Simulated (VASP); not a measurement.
# BP (r.bs) (F-43m) in VASP: single point with r2SCAN

Aim: the single point of BP (r.bs) with r2SCAN.

Everything below comes from runs of VASP 6.6.1. Logs are shortened: lines on timing, memory, paths and dates and some standing lists are left out, and cuts for length are marked.

## (1) The cell of the first run

Symmetry: F-43m, No. 216, cubic system. Conventional cell: a = 4.520 Å, b = 4.520 Å, c = 4.520 Å, α = 90.00°, β = 90.00°, γ = 90.00°. B (site symmetry -43m) has 4 P at 1.96 Å within 2.6 Å. P (site symmetry -43m) has 4 B at 1.96 Å within 2.6 Å.

## (2) Single point, r2SCAN

Contents of POSCAR:

```
BP
1.0
    0.0000000000      2.2600000000      2.2600000000
    2.2600000000      0.0000000000      2.2600000000
    2.2600000000      2.2600000000      0.0000000000
B P
1 1
Direct
    0.0000000000      0.0000000000      0.0000000000
    0.2500000000      0.2500000000      0.2500000000
```

Contents of INCAR.step1:

```
ALGO = Normal
EDIFF = 1E-5
ENCUT = 550
GGA = PE
GGA_COMPAT = F
ISMEAR = 0
LASPH = T
LCHARG = F
LREAL = F
LWAVE = T
NBANDS = 11
NELM = 120
PREC = Accurate
SIGMA = 0.1
```

Contents of INCAR.step2:

```
ALGO = Normal
EDIFF = 1E-6
ENCUT = 550
GGA_COMPAT = F
ISIF = 2
ISMEAR = 0
ISTART = 1
LASPH = T
LCHARG = F
LMIXTAU = T
LREAL = F
LWAVE = F
METAGGA = R2SCAN
NBANDS = 11
NELM = 120
PREC = Accurate
SIGMA = 0.1
```

Contents of KPOINTS:

```
k-points
0
Gamma
  8 8 8
```

Potentials or basis: VASP PAW PBE potentials, release 64 (B, P).

On the command line:

```sh
$ cat potpaw_PBE.64/B/POTCAR potpaw_PBE.64/P/POTCAR > POTCAR
$ cp INCAR.step1 INCAR
$ mpirun -np 1 vasp_std > vasp.out
$ cp INCAR.step2 INCAR
$ mpirun -np 1 vasp_std > vasp.out
```

OUTCAR:

```text
EDIFF = 1E-6
   ENCUT = 550
   ISIF = 2
   ISMEAR = 0
   ISTART = 1
   LASPH = T
   LREAL = F
   METAGGA = R2SCAN
   NELM = 120
   PREC = Accurate

 ion  position               nearest neighbor table
   1  0.000  0.000  0.000-   2 1.96   2 1.96   2 1.96   2 1.96
   2  0.250  0.250  0.250-   1 1.96   1 1.96   1 1.96   1 1.96

  LATTYP: Found a face centered cubic cell.
 ALAT       =     4.5200000000

  Lattice vectors:

 A1 = (   0.0000000000,   2.2600000000,   2.2600000000)
 A2 = (   2.2600000000,   0.0000000000,   2.2600000000)
 A3 = (   2.2600000000,   2.2600000000,   0.0000000000)

Analysis of symmetry for initial positions (statically):
=====================================================================
 Subroutine PRICEL returns:
 Original cell was already a primitive cell.

 Routine SETGRP: Setting up the symmetry group for a
 face centered cubic supercell.

 Subroutine GETGRP returns: Found 24 space group operations
 (whereof 24 operations were pure point group operations)
 out of a pool of 48 trial point group operations.

The static configuration has the point symmetry T_d .

Analysis of symmetry for dynamics (positions and initial velocities):
=====================================================================
 Subroutine PRICEL returns:
 Original cell was already a primitive cell.

 Routine SETGRP: Setting up the symmetry group for a
 face centered cubic supercell.

 Subroutine GETGRP returns: Found 24 space group operations
 (whereof 24 operations were pure point group operations)
 out of a pool of 48 trial point group operations.

The dynamic configuration has the point symmetry T_d .

 Subroutine INISYM returns: Found 24 space group operations
 (whereof 24 operations are pure point group operations),
 and found     1 'primitive' translations

----------------------------------------------------------------------------------------

                                     Primitive cell

  volume of cell :      23.0864

  direct lattice vectors                    reciprocal lattice vectors
     0.000000000  2.260000000  2.260000000    -0.221238938  0.221238938  0.221238938
     2.260000000  0.000000000  2.260000000     0.221238938 -0.221238938  0.221238938
     2.260000000  2.260000000  0.000000000     0.221238938  0.221238938 -0.221238938

  length of vectors
     3.196122651  3.196122651  3.196122651     0.383197081  0.383197081  0.383197081

  position of ions in fractional coordinates (direct lattice)
     0.000000000  0.000000000  0.000000000
     0.250000000  0.250000000  0.250000000

  ion indices of the primitive-cell ions
[... 79 lines left out ...]
   IBRION =     -1    ionic relax: 0-MD 1-quasi-New 2-CG
   NFREE  =      0    steps in history (QN), initial steepest desc. (CG)
   ISIF   =      2    stress and relaxation
   ISYM   =      2    0-nonsym 1-usesym 2-fastsym
   POTIM  = 0.5000    time-step for ionic-motion
   TEBEG  =    0.0;   TEEND  =   0.0 temperature during run
   PSTRESS=    0.0 pullay stress
   NELECT =       8.0000    total number of electrons
   NUPDOWN=      -1.0000    fix difference up-down
   EMIN   =  10.00;   EMAX   =-10.00  energy-range for DOS
   EFERMI =   0.00;   METHOD = LEGACY
   ISMEAR =     0;   SIGMA  =   0.10  broadening in eV -4-tet -1-fermi 0-gaus
   EFERMI_NEDOS =   21; number of points for ismear=-14 and -15
   IALGO  =     38    algorithm
   IMIX   =      4    mixing-type and parameters
     AMIX     =   0.40;   BMIX     =  1.00
     AMIX_MAG =   1.60;   BMIX_MAG =  1.00
  volume/ion in A,a.u.               =      11.54        77.90
  Fermi-wavevector in a.u.,A,eV,Ry     =   1.149881  2.172961 17.989994  1.322227
  Thomas-Fermi vector in A             =   2.286549
   LORBIT       =      0    0 simple, 1 ext, 2 COOP (PROOUT), +10 PAW based schemes
   METAGGA = R2SCAN    functional components
   LHFCALC =     F    Hartree Fock is set to
   AEXX    =    0.0000 exact exchange contribution
   IVDW    =     0    specifies the selected vdW correction
   LEPSILON=     F    determine dielectric tensor
   LRPA    =     F    only Hartree local field effects (RPA)
 non-spin polarized calculation
 Gauss-broadening in eV      SIGMA  =   0.10
  energy-cutoff  :      550.00
  volume of cell :       23.09
 maximum number of plane-waves:       692
   NGX = 13   NGY = 13   NGZ = 13

 number of electron       8.0000001 magnetization

 Free energy of the ion-electron system (eV)
  ---------------------------------------------------
  ext. energy  EPLUGINS =         0.00000000
  ---------------------------------------------------
  free energy    TOTEN  =       -17.30967860 eV

  energy without entropy =      -17.30967860  energy(sigma->0) =      -17.30967860

 E-fermi :   7.9651     XC(G=0): -11.5545

 val. band max:        7.5322850587   @ k =   0.0000   0.0000   0.0000
 cond. band min:       8.9949303328   @ k =   0.3750   0.3750   0.0000
 fundamental gap:      1.4626452741
 Fermi energy:         7.9651204569

 k-point     1 :       0.0000    0.0000    0.0000
  band No.  band energies     occupation
      1      -8.8377      2.00000
      2       7.5323      2.00000
      3       7.5323      2.00000
      4       7.5323      2.00000
      5      11.1909      0.00000
      6      11.1909      0.00000
      7      11.1909      0.00000
      8      15.7351      0.00000
      9      20.0273      0.00000
     10      20.2124      0.00000
     11      20.2124      0.00000
[... 309 lines left out ...]
 k-point    24 :      -0.3750    0.2500    0.1250
  band No.  band energies     occupation
      1      -4.5886      2.00000
      2      -1.4531      2.00000
      3       2.7297      2.00000
      4       4.2157      2.00000
      5      12.0933      0.00000
      6      13.1340      0.00000
      7      16.5092      0.00000
      8      18.1195      0.00000
      9      18.6790      0.00000
     10      22.9227      0.00000
     11      25.4390      0.00000

 [... further k-points ...]
[... 5 lines left out ...]
  --------------------------------------------------------------------------------------
  -------------------------------------------------------------------------------------
  Total        0.1993452      0.1993452      0.1993452     -0.0000000     -0.0000000     -0.0000000
  in kB       13.8344218     13.8344218     13.8344218     -0.0000000     -0.0000000     -0.0000000
  external PRESSURE =      13.8344218 kB  Pullay stress =       0.0000000 kB

 VOLUME and BASIS-vectors are now :
 -----------------------------------------------------------------------------
  energy-cutoff  :      550.00
  volume of cell :       23.09
      direct lattice vectors                 reciprocal lattice vectors
     0.000000000  2.260000000  2.260000000    -0.221238938  0.221238938  0.221238938
     2.260000000  0.000000000  2.260000000     0.221238938 -0.221238938  0.221238938
     2.260000000  2.260000000  0.000000000     0.221238938  0.221238938 -0.221238938

 POSITION                                       TOTAL-FORCE (eV/Angst)
 -----------------------------------------------------------------------------------
      0.00000      0.00000      0.00000        -0.000000      0.000000     -0.000000
      1.13000      1.13000      1.13000         0.000000     -0.000000      0.000000
 -----------------------------------------------------------------------------------
    total drift:                                0.000000      0.000000      0.000000

  FREE ENERGIE OF THE ION-ELECTRON SYSTEM (eV)
  ---------------------------------------------------
  free  energy   TOTEN  =       -17.3096785969 eV

  energy  without entropy=      -17.3096785969  energy(sigma->0) =      -17.30967860
```

OSZICAR.step1:

```text
N       E                     dE             d eps       ncg     rms          rms(c)
DAV:   1     0.109854948183E+02    0.10985E+02   -0.43396E+03   638   0.700E+02
DAV:   2    -0.130000008570E+02   -0.23985E+02   -0.23299E+02   807   0.116E+02
DAV:   3    -0.136576463487E+02   -0.65765E+00   -0.65639E+00   862   0.171E+01
DAV:   4    -0.136598031234E+02   -0.21568E-02   -0.21565E-02   722   0.106E+00
DAV:   5    -0.136598133892E+02   -0.10266E-04   -0.10266E-04   797   0.771E-02    0.733E+00
DAV:   6    -0.130278565883E+02    0.63196E+00   -0.14230E+00   716   0.520E+00    0.395E+00
DAV:   7    -0.129332609379E+02    0.94596E-01   -0.24707E-01   794   0.248E+00    0.134E+00
DAV:   8    -0.129252749419E+02    0.79860E-02   -0.27548E-02   751   0.951E-01    0.197E-01
DAV:   9    -0.129255858976E+02   -0.31096E-03   -0.72444E-04   718   0.182E-01    0.129E-01
DAV:  10    -0.129257823407E+02   -0.19644E-03   -0.24743E-04   711   0.989E-02    0.286E-02
DAV:  11    -0.129257934747E+02   -0.11134E-04   -0.12811E-05   775   0.231E-02    0.351E-02
DAV:  12    -0.129257944061E+02   -0.93135E-06   -0.50530E-06   367   0.110E-02
   1 F= -.12925794E+02 E0= -.12925794E+02  d E =-.241332E-10
```

It used 36 s of CPU time on 1 thread of AMD EPYC 7R13 Processor (Zen 3), on a shared host.

What came out:

| Item | Value |
| --- | --- |
| Free energy | -17.3097 eV |
| Pressure | 1.4 GPa |
| Band gap on the k mesh | 1.46 eV, indirect (least direct gap 3.66 eV) |

Caveat: the PAW data sets were made with another functional, which shifts forces and pressure a little.
